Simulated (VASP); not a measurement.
# CdSe (P1) in VASP: single point with r2SCAN

Aim: the single point of CdSe with r2SCAN.

Program: VASP 6.6.1. These are calculated values, not measurements. Logs are shortened: lines on timing, memory, paths and dates and some standing lists are left out, and cuts for length are marked.

## Step 1: The cell of the first run

The typed cell holds 16 atoms: a = 8.041 Å, b = 8.041 Å, c = 8.041 Å, α = 60.00°, β = 60.00°, γ = 60.00°.

## Step 2: Single point, r2SCAN

Input file POSCAR:

```
CdSe
1.0
    0.0000000000      5.6859450000      5.6859450000
    5.6859450000      0.0000000000      5.6859450000
    5.6859450000      5.6859450000      0.0000000000
Cd Se
8 8
Direct
    0.0041761748     -0.0001384994      0.0003006536
   -0.0026453826      0.0005278806      0.4953242601
    0.0024229921      0.4958535477      0.0015916440
    0.0051123428      0.5041444298      0.5023297798
    0.4994168955      0.0035895528     -0.0033450904
    0.4952937462     -0.0009439064      0.5037903110
    0.4981892192      0.4987349508     -0.0001122944
    0.5027088725      0.4984307798      0.5027621618
    0.2509400812      0.2485371385      0.2540108109
    0.2456774556      0.2549967508      0.7463528930
    0.2421091833      0.7590923760      0.2498273374
    0.2496416163      0.7474438286      0.7513882917
    0.7544821485      0.2499626711      0.2454835564
    0.7473651258      0.2446063055      0.7543184115
    0.7488256569      0.7487292790      0.2473971345
    0.7577853813      0.7482516978      0.7534814354
```

Input file INCAR.step1:

```
SYSTEM = CdSe
PREC = Accurate
ENCUT = 520
ISMEAR = -1
SIGMA = 0.052
LREAL = Auto
LASPH = .True.
NELM = 60
NBANDS = 86
GGA = PE
ALGO = Normal
EDIFF = 1E-4
LWAVE = .True.
LCHARG = .False.
```

Input file INCAR.step2:

```
SYSTEM = CdSe
PREC = Accurate
ENCUT = 520
EDIFF = 1E-7
ISMEAR = -1
SIGMA = 0.052
LREAL = Auto
LASPH = .True.
NELM = 60
ALGO = Normal
ISIF = 2
LWAVE = .False.
LCHARG = .True.
METAGGA = R2SCAN
LMIXTAU = .True.
LELF = .True.
LVHAR = .True.
NBANDS = 86
ISTART = 1
```

Input file KPOINTS:

```
Automatic mesh
0
Gamma
  2 2 2
  0 0 0
```

Potentials or basis: VASP PAW PBE potentials, release 64 (Cd, Se).

Command:

```
$ cat potpaw_PBE.64/Cd/POTCAR potpaw_PBE.64/Se/POTCAR > POTCAR
$ cp INCAR.step1 INCAR
$ mpirun -np 1 vasp_std > vasp.out
$ cp INCAR.step2 INCAR
$ mpirun -np 1 vasp_std > vasp.out
```

OUTCAR:

```text
SYSTEM = CdSe
   PREC = Accurate
   ENCUT = 520
   EDIFF = 1E-7
   ISMEAR = -1
   LREAL = Auto
   LASPH = .True.
   NELM = 60
   ISIF = 2
   METAGGA = R2SCAN
   ISTART = 1

 ion  position               nearest neighbor table
   1  0.004  1.000  0.000-  11 2.77  13 2.82  10 2.82  12 2.85  14 2.86  15 2.88
   2  0.997  0.001  0.495-  11 2.77  16 2.80  13 2.80   9 2.85  14 2.86  12 2.89
   3  0.002  0.496  0.002-  16 2.80  13 2.81  10 2.82  15 2.84  12 2.84   9 2.85
   4  0.005  0.504  0.502-  10 2.76  11 2.80  16 2.82   9 2.87  15 2.91  14 2.94
   5  0.499  0.004  0.997-  14 2.78  16 2.84  15 2.84  11 2.85   9 2.86  10 2.87
   6  0.495  0.999  0.504-   9 2.81  12 2.83  10 2.83  15 2.88  13 2.90  16 2.91
[... 8 lines left out ...]
  15  0.749  0.749  0.247-   8 2.82   3 2.84   5 2.84   1 2.88   6 2.88   4 2.91
  16  0.758  0.748  0.753-   2 2.80   3 2.80   4 2.82   5 2.84   7 2.90   6 2.91

  LATTYP: Found a face centered cubic cell.
 ALAT       =    11.3718900000

  Lattice vectors:

 A1 = (   0.0000000000,   5.6859450000,   5.6859450000)
 A2 = (   5.6859450000,   0.0000000000,   5.6859450000)
 A3 = (   5.6859450000,   5.6859450000,   0.0000000000)

Analysis of symmetry for initial positions (statically):
=====================================================================
 Subroutine PRICEL returns:
 Original cell was already a primitive cell.

 Routine SETGRP: Setting up the symmetry group for a
 face centered cubic supercell.

 Subroutine GETGRP returns: Found  1 space group operations
 (whereof  1 operations were pure point group operations)
 out of a pool of 48 trial point group operations.

The static configuration has the point symmetry C_1 .

Analysis of symmetry for dynamics (positions and initial velocities):
=====================================================================
 Subroutine PRICEL returns:
 Original cell was already a primitive cell.

 Routine SETGRP: Setting up the symmetry group for a
 face centered cubic supercell.

 Subroutine GETGRP returns: Found  1 space group operations
 (whereof  1 operations were pure point group operations)
 out of a pool of 48 trial point group operations.

The dynamic configuration has the point symmetry C_1 .

 Subroutine INISYM returns: Found  1 space group operations
 (whereof  1 operations are pure point group operations),
 and found     1 'primitive' translations

----------------------------------------------------------------------------------------

                                     Primitive cell

  volume of cell :     367.6529

  direct lattice vectors                    reciprocal lattice vectors
     0.000000000  5.685945000  5.685945000    -0.087936130  0.087936130  0.087936130
     5.685945000  0.000000000  5.685945000     0.087936130 -0.087936130  0.087936130
     5.685945000  5.685945000  0.000000000     0.087936130  0.087936130 -0.087936130

  length of vectors
     8.041140534  8.041140534  8.041140534     0.152309845  0.152309845  0.152309845

  position of ions in fractional coordinates (direct lattice)
     0.004176175  0.999861501  0.000300654
     0.997354617  0.000527881  0.495324260
     0.002422992  0.495853548  0.001591644
     0.005112343  0.504144430  0.502329780
     0.499416895  0.003589553  0.996654910
     0.495293746  0.999056094  0.503790311
[... 8 lines left out ...]
     0.748825657  0.748729279  0.247397134
     0.757785381  0.748251698  0.753481435

  ion indices of the primitive-cell ions
   primitive index   ion index
                 1           1
                 2           2
                 3           3
                 4           4
                 5           5
                 6           6
[... 8 lines left out ...]
                15          15
                16          16

----------------------------------------------------------------------------------------

 KPOINTS: Automatic mesh

Automatic generation of k-mesh.
 Grid dimensions read from file:
 generate k-points for:    2    2    2

 Generating k-lattice:

  Cartesian coordinates                     Fractional coordinates (reciprocal lattice)
    -0.043968065  0.043968065  0.043968065     0.500000000  0.000000000  0.000000000
     0.043968065 -0.043968065  0.043968065     0.000000000  0.500000000  0.000000000
     0.043968065  0.043968065 -0.043968065     0.000000000  0.000000000  0.500000000

  Length of vectors
     0.076154923  0.076154923  0.076154923

  Shift w.r.t. Gamma in fractional coordinates (k-lattice)
     0.000000000  0.000000000  0.000000000

 Subroutine IBZKPT returns following result:
 ===========================================

 Found      8 irreducible k-points:

 Following reciprocal coordinates:
            Coordinates               Weight
  0.000000  0.000000  0.000000      1.000000
  0.500000  0.000000  0.000000      1.000000
  0.000000  0.500000  0.000000      1.000000
  0.000000  0.000000  0.500000      1.000000
  0.500000  0.500000  0.500000      1.000000
  0.500000  0.500000  0.000000      1.000000
  0.000000  0.500000  0.500000      1.000000
  0.500000  0.000000  0.500000      1.000000
   k-points           NKPTS =      8   k-points in BZ     NKDIM =      8   number of bands    NBANDS=     86
   number of dos      NEDOS =    301   number of ions     NIONS =     16
   total plane-waves  NPLWV = 216000
   dimension x,y,z NGX =    60 NGY =   60 NGZ =   60
   dimension x,y,z NGXF=   120 NGYF=  120 NGZF=  120
   ions per type =               8   8
   NGX,Y,Z   is equivalent  to a cutoff of  12.40, 12.40, 12.40 a.u.
   NGXF,Y,Z  is equivalent  to a cutoff of  24.81, 24.81, 24.81 a.u.
 SYSTEM =  CdSe
   PREC   = accura    normal or accurate (medium, high low for compatibility)
   ISTART =      1    job   : 0-new  1-cont  2-samecut
   ICHARG =      0    charge: 1-file 2-atom 10-const
   ISPIN  =      1    spin polarized calculation?
   LNONCOLLINEAR =      F non collinear calculations
   LSORBIT =      F    spin-orbit coupling
   LASPH  =      T    aspherical Exc in radial PAW
   ENCUT  =  520.0 eV  38.22 Ry    6.18 a.u.  14.95 14.95 14.95*2*pi/ulx,y,z
   NELM   =     60;   NELMIN=  2; NELMDL=  0     # of ELM steps
   EDIFF  = 0.1E-06   stopping-criterion for ELM
   LREAL  =      T    real-space projection
   EDIFFG = 0.1E-05   stopping-criterion for IOM
   NSW    =      0    number of steps for IOM
   IBRION =     -1    ionic relax: 0-MD 1-quasi-New 2-CG
   NFREE  =      0    steps in history (QN), initial steepest desc. (CG)
   ISIF   =      2    stress and relaxation
   ISYM   =      2    0-nonsym 1-usesym 2-fastsym
   POTIM  = 0.5000    time-step for ionic-motion
   TEBEG  =    0.0;   TEEND  =   0.0 temperature during run
   PSTRESS=    0.0 pullay stress
   NELECT =     144.0000    total number of electrons
   NUPDOWN=      -1.0000    fix difference up-down
   EMIN   =  10.00;   EMAX   =-10.00  energy-range for DOS
   EFERMI =   0.00;   METHOD = LEGACY
   ISMEAR =    -1;   SIGMA  =   0.05  broadening in eV -4-tet -1-fermi 0-gaus
   EFERMI_NEDOS =   21; number of points for ismear=-14 and -15
   IALGO  =     38    algorithm
   IMIX   =      4    mixing-type and parameters
     AMIX     =   0.40;   BMIX     =  1.00
     AMIX_MAG =   1.60;   BMIX_MAG =  1.00
  volume/ion in A,a.u.               =      22.98       155.07
  Fermi-wavevector in a.u.,A,eV,Ry     =   1.197796  2.263507 19.520500  1.434716
  Thomas-Fermi vector in A             =   2.333702
   LORBIT       =      0    0 simple, 1 ext, 2 COOP (PROOUT), +10 PAW based schemes
   METAGGA = R2SCAN    functional components
   LHFCALC =     F    Hartree Fock is set to
   AEXX    =    0.0000 exact exchange contribution
   IVDW    =     0    specifies the selected vdW correction
   LEPSILON=     F    determine dielectric tensor
   LRPA    =     F    only Hartree local field effects (RPA)
 non-spin polarized calculation
  energy-cutoff  :      520.00
  volume of cell :      367.65
 maximum number of plane-waves:      9922
 NGX is ok and might be reduce to    60
   NGX = 29   NGY = 29   NGZ = 29

 number of electron     144.0000005 magnetization

 Free energy of the ion-electron system (eV)
  ---------------------------------------------------
  ext. energy  EPLUGINS =         0.00000000
  ---------------------------------------------------
  free energy    TOTEN  =      -284.87627415 eV

  energy without entropy =     -284.80431071  energy(sigma->0) =     -284.84029243

 E-fermi :   2.3328     XC(G=0): -10.6626

 val. band max:        2.3274178748   @ k =   0.0000   0.0000   0.0000
 cond. band min:       2.3723341152   @ k =   0.0000   0.0000   0.0000
 fundamental gap:      0.0449162405
 Fermi energy:         2.3328209306

 k-point     1 :       0.0000    0.0000    0.0000
  band No.  band energies     occupation
      1     -11.2104      2.00000
      2     -10.4210      2.00000
      3     -10.3815      2.00000
      4     -10.3563      2.00000
      5     -10.2062      2.00000
      6     -10.1938      2.00000
[... 76 lines left out ...]
     83       8.0810      0.00000
     84       8.0888      0.00000

 k-point     2 :       0.5000    0.0000    0.0000
  band No.  band energies     occupation
      1     -10.8165      2.00000
      2     -10.7174      2.00000
      3     -10.3904      2.00000
      4     -10.3238      2.00000
      5     -10.2824      2.00000
      6     -10.2766      2.00000
[... 511 lines left out ...]
     83       7.9938      0.00000
     84       8.0493      0.00000

 k-point     8 :       0.5000    0.0000    0.5000
  band No.  band energies     occupation
      1     -10.7291      2.00000
      2     -10.7012      2.00000
      3     -10.3851      2.00000
      4     -10.3678      2.00000
      5     -10.3375      2.00000
      6     -10.3305      2.00000
[... 76 lines left out ...]
     83       7.9659      0.00000
     84       8.0257      0.00000
 [bands above 84 left out]

------------------------ aborting loop because EDIFF is reached ----------------------------------------

  FORCE on cell =-STRESS in cart. coord.  units (eV):
  Direction    XX          YY          ZZ          XY          YZ          ZX
  --------------------------------------------------------------------------------------
  -------------------------------------------------------------------------------------
  Total        2.1328132      2.1547392      2.0073386     -0.0418652     -0.1515861      0.0101377
  in kB        9.2944875      9.3900379      8.7476875     -0.1824426     -0.6605898      0.0441785
  external PRESSURE =       9.1440709 kB  Pullay stress =       0.0000000 kB

 VOLUME and BASIS-vectors are now :
 -----------------------------------------------------------------------------
  energy-cutoff  :      520.00
  volume of cell :      367.65
      direct lattice vectors                 reciprocal lattice vectors
     0.000000000  5.685945000  5.685945000    -0.087936130  0.087936130  0.087936130
     5.685945000  0.000000000  5.685945000     0.087936130 -0.087936130  0.087936130
     5.685945000  5.685945000  0.000000000     0.087936130  0.087936130 -0.087936130

 POSITION                                       TOTAL-FORCE (eV/Angst)
 -----------------------------------------------------------------------------------
      5.68687      0.02546      5.70890        -0.043982     -0.152673     -0.149301
      2.81939      8.48729      5.67391         0.178797      0.113580      0.067092
      2.82845      0.02283      2.83317         0.132938      0.042351      0.020691
      5.72276      2.88529      2.89561        -0.086825     -0.295808     -0.176964
      5.68733      8.50658      2.86007         0.031750      0.115527     -0.044078
      8.54510      5.68074      8.49679        -0.141851      0.093996      0.075352
[... 8 lines left out ...]
      5.66392      5.66447      8.51502         0.175943      0.283130     -0.184765
      8.53877      8.59298      8.56324        -0.066997     -0.311471     -0.184006
 -----------------------------------------------------------------------------------
    total drift:                               -0.009075     -0.000645     -0.011428

  FREE ENERGIE OF THE ION-ELECTRON SYSTEM (eV)
  ---------------------------------------------------
  free  energy   TOTEN  =      -284.8762741466 eV

  energy  without entropy=     -284.8043107120  energy(sigma->0) =     -284.84029243
```

Wall time 43 min (1 thread of Oxide Virtual Turin-like, shared host); peak memory 0.59 GiB.

Results:

```
Free energy            : -284.8763 eV
Pressure               : 0.9 GPa
Largest force          : 0.381 eV/Å
Band gap on the k mesh : 0.08 eV
```

Forces in eV/Å, atoms in the order of the input:
```
Cd  -0.044 -0.153 -0.149
Cd   0.179  0.114  0.067
Cd   0.133  0.042  0.021
Cd  -0.087 -0.296 -0.177
Cd   0.032  0.116 -0.044
Cd  -0.142  0.094  0.075
Cd   0.011  0.028  0.068
Cd  -0.054 -0.052  0.087
Se   0.108 -0.049 -0.023
Se  -0.149  0.076  0.220
Se  -0.156  0.036  0.287
Se   0.022  0.225  0.070
Se   0.146 -0.284 -0.139
Se  -0.107  0.132  0.007
Se   0.176  0.283 -0.185
Se  -0.067 -0.311 -0.184
```

Caveat: the k points lie up to 0.48 Å⁻¹ apart; the smearing spreads over this small gap; the atoms stand as in a frame of molecular dynamics; the structure was generated, so it needn't be the stable form of CdSe; semilocal functionals underestimate gaps, and a narrow one can read as zero; the PAW data sets were made with another functional, which shifts forces and pressure a little.

The gap in the log of VASP goes by the Fermi energy; the results here count the filled bands.